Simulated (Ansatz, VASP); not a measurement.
**SnO: VASP beside Ansatz**

The input INCAR:

```
PREC = Accurate
ENCUT = 600
EDIFF = 1E-6
ISMEAR = 0
SIGMA = 0.1
LREAL = False
LASPH = True
NELM = 100
ALGO = Normal
ISIF = 3
LWAVE = False
LCHARG = False
IBRION = 2
NSW = 100
EDIFFG = -0.005
```

File KPOINTS:

```
regular mesh
0
Gamma
  12 12 10
```

The input POSCAR:

```
SnO
1.0
    3.7684145659      0.0000000000      0.0000000000
    0.0000000000      3.7684145659      0.0000000000
    0.0000000000      0.0000000000      4.6608438525
Sn O
2 2
Direct
    0.5000000000      0.0000000000      0.2454391878
    0.0000000000      0.5000000000      0.7545608122
    0.0000000000      0.0000000000      0.0000000000
    0.5000000000      0.5000000000      0.0000000000
```

Input for Ansatz:

```yaml
crystal:
  lattice:
    - [3.7684145659, 0.0, 0.0]
    - [0.0, 3.7684145659, 0.0]
    - [0.0, 0.0, 4.6608438525]
  atoms:
    - { symbol: Sn, position: [0.5, 0.0, 0.2454391878] }
    - { symbol: Sn, position: [0.0, 0.5, 0.7545608122] }
    - { symbol: O, position: [0.0, 0.0, 0.0] }
    - { symbol: O, position: [0.5, 0.5, 0.0] }
basis:
  ecutwfc: 420
kpoints:
  mp_grid: { grid: [12, 12, 10] }
hamiltonian:
  xc: lda
scf:
  occupations: { method: gaussian, width: 0.1 }
output:
  forces: true
  stress: true
  eigenvalues: true
  write_density: true
  write_potential: true
  elf: true
  volumetric_format: npy
relax:
  adjacent_minimum: "off"
  f_tol: 0.005
  max_steps: 80
  cell: { stress_tol: 0.05 }
```

Alike in both runs: task relaxation of cell and atoms; functional LDA; k mesh 12 × 12 × 10; occupations gaussian, width 0.1 eV; no spin polarisation.

```csv
,VASP,Ansatz
version,VASP 6.6.1,Ansatz 0.2.0
potentials or method,"VASP PAW LDA potentials, release 64 (Sn_d, O), cutoff 600 eV","scalar-relativistic, plane waves, PAW"
valence electrons in the cell,40,40
```

```tsv
	VASP	Ansatz	Ansatz less VASP
gap on the k mesh at the Fermi level, each at its own relaxed structure (eV)	none	none	-
relaxed volume (Å³/atom)	16.45	16.55	+0.101
relaxed cell length with the largest relative difference (Å)	4.636	4.661	+0.0247
```

LDA's correlation is that of Perdew and Zunger in VASP and of Perdew and Wang (1992) in Ansatz. A gap of «none» marks a metal or a gap that the smearing closes.
